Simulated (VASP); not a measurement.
# K3Ta2H9 (P4/mmm) in VASP: further runs

Runs on K3Ta2H9. Level: PBE. Tasks: single point.

Program: VASP 6.6.1. These are calculated values, not measurements. Logs are shortened: lines on timing, memory, paths and dates and some standing lists are left out, and cuts for length are marked.

**1. The cell of the first run**

Symmetry: P4/mmm, No. 123, tetragonal system. Conventional cell: a = 4.707 Å, b = 4.707 Å, c = 14.120 Å, α = 90.00°, β = 90.00°, γ = 90.00°. Within 4.4 Å of K (site symmetry 4/mmm) lie 12 H at 3.33 Å and 8 Ta at 4.08 Å. Within 4.4 Å of K (site symmetry 4mm) lie 12 H at 3.33 Å and 4 Ta at 4.08 Å. Ta (site symmetry 4mm) has 6 H at 2.35 Å within 3.1 Å. H (site symmetry 2mm) has 2 Ta at 2.35 Å within 3.1 Å. Within 4.4 Å of H (site symmetry mmm) lie 8 H at 3.33 Å and 4 K at 3.33 Å. Within 3.1 Å of H (site symmetry 4/mmm) lie 2 Ta at 2.35 Å. H (site symmetry 4mm) has 1 Ta at 2.35 Å within 3.1 Å.

**2. Single point, PBE (atoms taken out)**

File INCAR:

```
SYSTEM = K3Ta2H9
PREC = Accurate
ENCUT = 520
EDIFF = 1E-7
ISMEAR = 0
SIGMA = 0.1
LREAL = .False.
LASPH = .True.
NELM = 100
ALGO = Normal
ISIF = 2
LWAVE = .False.
LCHARG = .False.
GGA = PE
NBANDS = 42
```

File KPOINTS:

```
regular mesh
0
Gamma
  4 4 2
  0 0 0
```

File POSCAR:

```
K3Ta2H9
1.0
    4.7068265400      0.0000000000      0.0000000000
    0.0000000000      4.7068265400      0.0000000000
    0.0000000000      0.0000000000     14.1204796200
K Ta H
3 2 9
Direct
    0.5000000000      0.5000000000      0.0000000000
    0.5000000000      0.5000000000      0.3333333300
    0.5000000000      0.5000000000      0.6666666700
    0.0000000000      0.0000000000      0.8333333300
    0.0000000000      0.0000000000      0.1666666700
    0.5000000000      0.0000000000      0.8333333300
    0.5000000000      0.0000000000      0.1666666700
    0.5000000000      0.0000000000      0.5000000000
    0.0000000000      0.5000000000      0.8333333300
    0.0000000000      0.5000000000      0.1666666700
    0.0000000000      0.5000000000      0.5000000000
    0.0000000000      0.0000000000      0.0000000000
    0.0000000000      0.0000000000      0.3333333300
    0.0000000000      0.0000000000      0.6666666700
```

Potentials or basis: VASP PAW PBE potentials, release 64 (K_sv, Ta_pv, H).

Launch:

```bash
cat potpaw_PBE.64/K_sv/POTCAR potpaw_PBE.64/Ta_pv/POTCAR potpaw_PBE.64/H/POTCAR > POTCAR
mpirun -np 1 vasp_std > vasp.out
```

OUTCAR:

```text
SYSTEM = K3Ta2H9
   PREC = Accurate
   ENCUT = 520
   EDIFF = 1E-7
   ISMEAR = 0
   LREAL = .False.
   LASPH = .True.
   NELM = 100
   ISIF = 2
   GGA = PE

 ion  position               nearest neighbor table
   1  0.500  0.500  0.000-
   2  0.500  0.500  0.333-
   3  0.500  0.500  0.667-
   4  0.000  0.000  0.833-
   5  0.000  0.000  0.167-
   6  0.500  0.000  0.833-
   7  0.500  0.000  0.167-
   8  0.500  0.000  0.500-
   9  0.000  0.500  0.833-
  10  0.000  0.500  0.167-
  11  0.000  0.500  0.500-
  12  0.000  0.000  0.000-
  13  0.000  0.000  0.333-
  14  0.000  0.000  0.667-

  LATTYP: Found a simple tetragonal cell.
 ALAT       =     4.7068265400
 C/A-ratio  =     3.0000000000

  Lattice vectors:

 A1 = (   4.7068265400,   0.0000000000,   0.0000000000)
 A2 = (   0.0000000000,   4.7068265400,   0.0000000000)
 A3 = (   0.0000000000,   0.0000000000,  14.1204796200)

Analysis of symmetry for initial positions (statically):
=====================================================================
 Subroutine PRICEL returns:
 Original cell was already a primitive cell.

 Routine SETGRP: Setting up the symmetry group for a
 simple tetragonal supercell.

 Subroutine GETGRP returns: Found 16 space group operations
 (whereof 16 operations were pure point group operations)
 out of a pool of 16 trial point group operations.

The static configuration has the point symmetry D_4h.

Analysis of symmetry for dynamics (positions and initial velocities):
=====================================================================
 Subroutine PRICEL returns:
 Original cell was already a primitive cell.

 Routine SETGRP: Setting up the symmetry group for a
 simple tetragonal supercell.

 Subroutine GETGRP returns: Found 16 space group operations
 (whereof 16 operations were pure point group operations)
 out of a pool of 16 trial point group operations.

The dynamic configuration has the point symmetry D_4h.

 Subroutine INISYM returns: Found 16 space group operations
 (whereof 16 operations are pure point group operations),
 and found     1 'primitive' translations

----------------------------------------------------------------------------------------

                                     Primitive cell

  volume of cell :     312.8282

  direct lattice vectors                    reciprocal lattice vectors
     4.706826540  0.000000000  0.000000000     0.212457373  0.000000000  0.000000000
     0.000000000  4.706826540  0.000000000     0.000000000  0.212457373  0.000000000
     0.000000000  0.000000000 14.120479620     0.000000000  0.000000000  0.070819124

  length of vectors
     4.706826540  4.706826540 14.120479620     0.212457373  0.212457373  0.070819124

  position of ions in fractional coordinates (direct lattice)
     0.500000000  0.500000000  0.000000000
     0.500000000  0.500000000  0.333333330
     0.500000000  0.500000000  0.666666670
     0.000000000  0.000000000  0.833333330
     0.000000000  0.000000000  0.166666670
     0.500000000  0.000000000  0.833333330
     0.500000000  0.000000000  0.166666670
     0.500000000  0.000000000  0.500000000
     0.000000000  0.500000000  0.833333330
     0.000000000  0.500000000  0.166666670
     0.000000000  0.500000000  0.500000000
     0.000000000  0.000000000  0.000000000
     0.000000000  0.000000000  0.333333330
     0.000000000  0.000000000  0.666666670

  ion indices of the primitive-cell ions
   primitive index   ion index
                 1           1
                 2           2
                 3           3
                 4           4
                 5           5
                 6           6
                 7           7
                 8           8
                 9           9
                10          10
                11          11
                12          12
                13          13
                14          14

----------------------------------------------------------------------------------------

 KPOINTS: regular mesh

Automatic generation of k-mesh.
 Grid dimensions read from file:
 generate k-points for:    4    4    2

 Generating k-lattice:

  Cartesian coordinates                     Fractional coordinates (reciprocal lattice)
     0.053114343  0.000000000  0.000000000     0.250000000  0.000000000  0.000000000
     0.000000000  0.053114343  0.000000000     0.000000000  0.250000000  0.000000000
     0.000000000  0.000000000  0.035409562     0.000000000  0.000000000  0.500000000

  Length of vectors
     0.053114343  0.053114343  0.035409562

  Shift w.r.t. Gamma in fractional coordinates (k-lattice)
     0.000000000  0.000000000  0.000000000

 Subroutine IBZKPT returns following result:
 ===========================================

 Found     12 irreducible k-points:

 Following reciprocal coordinates:
            Coordinates               Weight
  0.000000  0.000000  0.000000      1.000000
  0.250000  0.000000  0.000000      4.000000
  0.500000  0.000000  0.000000      2.000000
  0.250000  0.250000  0.000000      4.000000
  0.500000  0.250000  0.000000      4.000000
  0.500000  0.500000  0.000000      1.000000
  0.000000  0.000000  0.500000      1.000000
  0.250000  0.000000  0.500000      4.000000
  0.500000  0.000000  0.500000      2.000000
  0.250000  0.250000  0.500000      4.000000
  0.500000  0.250000  0.500000      4.000000
  0.500000  0.500000  0.500000      1.000000
   k-points           NKPTS =     12   k-points in BZ     NKDIM =     12   number of bands    NBANDS=     42
   number of dos      NEDOS =    301   number of ions     NIONS =     14
   total plane-waves  NPLWV = 139968
   dimension x,y,z NGX =    36 NGY =   36 NGZ =  108
   dimension x,y,z NGXF=    72 NGYF=   72 NGZF=  216
   ions per type =               3   2   9
   NGX,Y,Z   is equivalent  to a cutoff of  12.72, 12.72, 12.72 a.u.
   NGXF,Y,Z  is equivalent  to a cutoff of  25.43, 25.43, 25.43 a.u.
 SYSTEM =  K3Ta2H9
   PREC   = accura    normal or accurate (medium, high low for compatibility)
   ISTART =      0    job   : 0-new  1-cont  2-samecut
   ICHARG =      2    charge: 1-file 2-atom 10-const
   ISPIN  =      1    spin polarized calculation?
   LNONCOLLINEAR =      F non collinear calculations
   LSORBIT =      F    spin-orbit coupling
   LASPH  =      T    aspherical Exc in radial PAW
   ENCUT  =  520.0 eV  38.22 Ry    6.18 a.u.   8.75  8.75 26.25*2*pi/ulx,y,z
   NELM   =    100;   NELMIN=  2; NELMDL= -5     # of ELM steps
   EDIFF  = 0.1E-06   stopping-criterion for ELM
   LREAL  =      F    real-space projection
   EDIFFG = 0.1E-05   stopping-criterion for IOM
   NSW    =      0    number of steps for IOM
   IBRION =     -1    ionic relax: 0-MD 1-quasi-New 2-CG
   NFREE  =      0    steps in history (QN), initial steepest desc. (CG)
   ISIF   =      2    stress and relaxation
   ISYM   =      2    0-nonsym 1-usesym 2-fastsym
   POTIM  = 0.5000    time-step for ionic-motion
   TEBEG  =    0.0;   TEEND  =   0.0 temperature during run
   PSTRESS=    0.0 pullay stress
   NELECT =      58.0000    total number of electrons
   NUPDOWN=      -1.0000    fix difference up-down
   EMIN   =  10.00;   EMAX   =-10.00  energy-range for DOS
   EFERMI =   0.00;   METHOD = LEGACY
   ISMEAR =     0;   SIGMA  =   0.10  broadening in eV -4-tet -1-fermi 0-gaus
   EFERMI_NEDOS =   21; number of points for ismear=-14 and -15
   IALGO  =     38    algorithm
   IMIX   =      4    mixing-type and parameters
     AMIX     =   0.40;   BMIX     =  1.00
     AMIX_MAG =   1.60;   BMIX_MAG =  1.00
  volume/ion in A,a.u.               =      22.34       150.79
  Fermi-wavevector in a.u.,A,eV,Ry     =   0.933503  1.764064 11.856487  0.871427
  Thomas-Fermi vector in A             =   2.060211
   LORBIT       =      0    0 simple, 1 ext, 2 COOP (PROOUT), +10 PAW based schemes
   GGA     = PE    functional components
   LHFCALC =     F    Hartree Fock is set to
   AEXX    =    0.0000 exact exchange contribution
   IVDW    =     0    specifies the selected vdW correction
   LEPSILON=     F    determine dielectric tensor
   LRPA    =     F    only Hartree local field effects (RPA)
 non-spin polarized calculation
 Gauss-broadening in eV      SIGMA  =   0.10
  energy-cutoff  :      520.00
  volume of cell :      312.83
 maximum number of plane-waves:      8476
 NGX is ok and might be reduce to    36
   NGX = 17   NGY = 17   NGZ = 53

 number of electron      57.9999995 magnetization

 Free energy of the ion-electron system (eV)
  ---------------------------------------------------
  ext. energy  EPLUGINS =         0.00000000
  ---------------------------------------------------
  free energy    TOTEN  =       -45.17435830 eV

  energy without entropy =      -45.07136607  energy(sigma->0) =      -45.12286219

 E-fermi :  -1.0806     XC(G=0):  -7.0578

 val. band max:       -1.0926244251   @ k =   0.5000   0.0000   0.0000
 cond. band min:      -1.0650209839   @ k =   0.5000   0.2500   0.0000
 fundamental gap:      0.0276034412
 Fermi energy:        -1.0805954366

 k-point     1 :       0.0000    0.0000    0.0000
  band No.  band energies     occupation
      1     -36.8666      2.00000
      2     -36.8665      2.00000
      3     -36.8665      2.00000
      4     -36.8665      2.00000
      5     -36.8181      2.00000
      6     -36.8164      2.00000
[... 33 lines left out ...]
     40       3.1093      0.00000
     41       3.1861      0.00000

 k-point     2 :       0.2500    0.0000    0.0000
  band No.  band energies     occupation
      1     -36.8682      2.00000
      2     -36.8681      2.00000
      3     -36.8665      2.00000
      4     -36.8664      2.00000
      5     -36.8180      2.00000
      6     -36.8164      2.00000
[... 433 lines left out ...]
  band No.  band energies     occupation
      1     -36.8697      2.00000
      2     -36.8697      2.00000
      3     -36.8696      2.00000
      4     -36.8696      2.00000
      5     -36.8178      2.00000
      6     -36.8162      2.00000
[... 33 lines left out ...]
     40       3.4213      0.00000
     41       3.4615      0.00000
 [bands above 41 left out]

------------------------ aborting loop because EDIFF is reached ----------------------------------------

  FORCE on cell =-STRESS in cart. coord.  units (eV):
  Direction    XX          YY          ZZ          XY          YZ          ZX
  --------------------------------------------------------------------------------------
  -------------------------------------------------------------------------------------
  Total      -17.2963721    -17.2963721    -19.3334440      0.0000000      0.0000000      0.0000000
  in kB      -88.5849140    -88.5849140    -99.0179593      0.0000000      0.0000000      0.0000000
  external PRESSURE =     -92.0625957 kB  Pullay stress =       0.0000000 kB

 VOLUME and BASIS-vectors are now :
 -----------------------------------------------------------------------------
  energy-cutoff  :      520.00
  volume of cell :      312.83
      direct lattice vectors                 reciprocal lattice vectors
     4.706826540  0.000000000  0.000000000     0.212457373  0.000000000  0.000000000
     0.000000000  4.706826540  0.000000000     0.000000000  0.212457373  0.000000000
     0.000000000  0.000000000 14.120479620     0.000000000  0.000000000  0.070819124

 POSITION                                       TOTAL-FORCE (eV/Angst)
 -----------------------------------------------------------------------------------
      2.35341      2.35341      0.00000         0.000000      0.000000      0.000000
      2.35341      2.35341      4.70683         0.000000     -0.000000      0.525618
      2.35341      2.35341      9.41365         0.000000      0.000000     -0.525618
      0.00000      0.00000     11.76707         0.000000      0.000000     -0.611887
      0.00000      0.00000      2.35341        -0.000000      0.000000      0.611887
      2.35341      0.00000     11.76707         0.000000     -0.000000      0.052983
      2.35341      0.00000      2.35341        -0.000000     -0.000000     -0.052983
      2.35341      0.00000      7.06024         0.000000      0.000000      0.000000
      0.00000      2.35341     11.76707        -0.000000      0.000000      0.052983
      0.00000      2.35341      2.35341         0.000000     -0.000000     -0.052983
      0.00000      2.35341      7.06024         0.000000      0.000000      0.000000
      0.00000      0.00000      0.00000         0.000000      0.000000      0.000000
      0.00000      0.00000      4.70683         0.000000     -0.000000     -2.290384
      0.00000      0.00000      9.41365         0.000000      0.000000      2.290384
 -----------------------------------------------------------------------------------
    total drift:                                0.000000      0.000000      0.000000

  FREE ENERGIE OF THE ION-ELECTRON SYSTEM (eV)
  ---------------------------------------------------
  free  energy   TOTEN  =       -45.1743583026 eV

  energy  without entropy=      -45.0713660719  energy(sigma->0) =      -45.12286219
```

Wall time 4.1 min (1 thread of Intel Xeon Platinum 8559C (Emerald Rapids), shared host); peak memory 0.43 GiB.

What came out:

* Free energy: -45.1744 eV
* Pressure: -9.2 GPa
* Largest force: 2.290 eV/Å
* Band gap on the k mesh: zero (bands 29 and 30 overlap by 0.64 eV)

Forces on the atoms (eV/Å):
```
K    0.000  0.000  0.000
K    0.000  0.000  0.526
K    0.000  0.000 -0.526
Ta   0.000  0.000 -0.612
Ta   0.000  0.000  0.612
H    0.000  0.000  0.053
H    0.000  0.000 -0.053
H    0.000  0.000  0.000
H    0.000  0.000  0.053
H    0.000  0.000 -0.053
H    0.000  0.000  0.000
H    0.000  0.000  0.000
H    0.000  0.000 -2.290
H    0.000  0.000  2.290
```

Stress tensor (GPa, compression positive):
```
-8.86  0.00  0.00
 0.00 -8.86  0.00
 0.00  0.00 -9.90
```

Caveat: the cell differs from its parent crystal (atoms taken out); the cell stands under tension; spin-orbit coupling is left out, which moves the levels of the heavy elements; forces of over 1 eV/Å act on the atoms, so gaps and moduli don't describe the material at rest.

**3. Single point, PBE**

This run uses another cell than the first one, of 14.17 Å³/atom.

File INCAR:

```
  ALGO = Normal
  EDIFF = 1E-7
  ENCUT = 520
  GGA = PE
  ISIF = 2
  ISMEAR = 0
  LASPH = T
  LCHARG = T
  LELF = T
  LREAL = F
  LVHAR = T
  LWAVE = F
  NBANDS = 42
  NELM = 60
  PREC = Accurate
  SIGMA = 0.1
```

File KPOINTS:

```
k-points
0
Gamma
  10 10 4
```

File POSCAR:

```
K3Ta2H9
1.0
    3.7199188062      0.0000000000      0.0000000000
    0.0000000000      3.7199188062      0.0000000000
    0.0000000000      0.0000000000     14.3404284436
K Ta H
3 2 9
Direct
    0.5000000000      0.5000000000      0.0000000000
    0.5000000000      0.5000000000      0.3655416045
    0.5000000000      0.5000000000      0.6344583955
    0.0000000000      0.0000000000      0.8447362760
    0.0000000000      0.0000000000      0.1552637240
    0.5000000000      0.0000000000      0.8594080855
    0.5000000000      0.0000000000      0.1405919145
    0.5000000000      0.0000000000      0.5000000000
    0.0000000000      0.5000000000      0.8594080855
    0.0000000000      0.5000000000      0.1405919145
    0.0000000000      0.5000000000      0.5000000000
    0.0000000000      0.0000000000      0.0000000000
    0.0000000000      0.0000000000      0.2818172476
    0.0000000000      0.0000000000      0.7181827524
```

Potentials or basis: VASP PAW PBE potentials, release 64 (K_sv, Ta_pv, H).

Launch:

```bash
cat potpaw_PBE.64/K_sv/POTCAR potpaw_PBE.64/Ta_pv/POTCAR potpaw_PBE.64/H/POTCAR > POTCAR
mpirun -np 1 vasp_std > vasp.out
```

OUTCAR:

```text
EDIFF = 1E-7
   ENCUT = 520
   GGA = PE
   ISIF = 2
   ISMEAR = 0
   LASPH = T
   LREAL = F
   NELM = 60
   PREC = Accurate

 ion  position               nearest neighbor table
   1  0.500  0.500  0.000-   4 3.45   5 3.45   4 3.45   5 3.45   4 3.45   5 3.45   4 3.45   5 3.45

   2  0.500  0.500  0.366-
   3  0.500  0.500  0.634-
   4  0.000  0.000  0.845-  14 1.81   9 1.87   6 1.87   9 1.87   6 1.87  12 2.23   1 3.45   1 3.45
[... 1300 lines left out ...]
 -----------------------------------------------------------------------------
  energy-cutoff  :      520.00
  volume of cell :      198.44
      direct lattice vectors                 reciprocal lattice vectors
     3.719918806  0.000000000  0.000000000     0.268823072  0.000000000  0.000000000
     0.000000000  3.719918806  0.000000000     0.000000000  0.268823072  0.000000000
     0.000000000  0.000000000 14.340428444     0.000000000  0.000000000  0.069732924

 POSITION                                       TOTAL-FORCE (eV/Angst)
 -----------------------------------------------------------------------------------
      1.85996      1.85996      0.00000        -0.000000      0.000000     -0.000000
      1.85996      1.85996      5.24202        -0.000000      0.000000     -0.000242
      1.85996      1.85996      9.09841        -0.000000      0.000000      0.000242
      0.00000      0.00000     12.11388         0.000000      0.000000     -0.001942
      0.00000      0.00000      2.22655         0.000000     -0.000000      0.001942
      1.85996      0.00000     12.32428        -0.000000      0.000000     -0.003766
      1.85996      0.00000      2.01615        -0.000000      0.000000      0.003766
      1.85996      0.00000      7.17021        -0.000000      0.000000     -0.000000
      0.00000      1.85996     12.32428        -0.000000      0.000000     -0.003766
      0.00000      1.85996      2.01615        -0.000000      0.000000      0.003766
      0.00000      1.85996      7.17021        -0.000000      0.000000     -0.000000
      0.00000      0.00000      0.00000        -0.000000      0.000000     -0.000000
      0.00000      0.00000      4.04138        -0.000000      0.000000      0.001956
      0.00000      0.00000     10.29905        -0.000000      0.000000     -0.001956
 -----------------------------------------------------------------------------------
    total drift:                                0.000000      0.000000      0.000000

  FREE ENERGIE OF THE ION-ELECTRON SYSTEM (eV)
  ---------------------------------------------------
  free  energy   TOTEN  =       -52.7469560993 eV

  energy  without entropy=      -52.7073736256  energy(sigma->0) =      -52.72716486
```

stdout:

```text
POSCAR found type information on POSCAR K TaH
 POSCAR found :  3 types and      14 ions
 scaLAPACK will be used
 LDA part: xc-table for (Slater+PW92), standard interpolation
 POSCAR, INCAR and KPOINTS ok, starting setup
 FFT: planning ... GRIDC
 FFT: planning ... GRID_SOFT
 FFT: planning ... GRID
 WAVECAR not read
 entering main loop
```

Run time: 11 min. Hardware: 1 thread of Intel Xeon Platinum 8559C (Emerald Rapids), shared host; peak memory 0.56 GiB.

Results:

| Quantity | Value |
| --- | --- |
| Free energy | -52.7470 eV |
| Pressure | 0.0 GPa |
| Largest force | 0.004 eV/Å |
| Band gap on the k mesh | zero (bands 29 and 30 overlap by 1.30 eV) |

Forces in eV/Å, atoms in the order of the input:
```
K    0.000  0.000  0.000
K    0.000  0.000  0.000
K    0.000  0.000  0.000
Ta   0.000  0.000 -0.002
Ta   0.000  0.000  0.002
H    0.000  0.000 -0.004
H    0.000  0.000  0.004
H    0.000  0.000  0.000
H    0.000  0.000 -0.004
H    0.000  0.000  0.004
H    0.000  0.000  0.000
H    0.000  0.000  0.000
H    0.000  0.000  0.002
H    0.000  0.000 -0.002
```

Caveat: spin-orbit coupling is left out, which moves the levels of the heavy elements.

The gap in the log of VASP goes by the Fermi energy; the results here count the filled bands.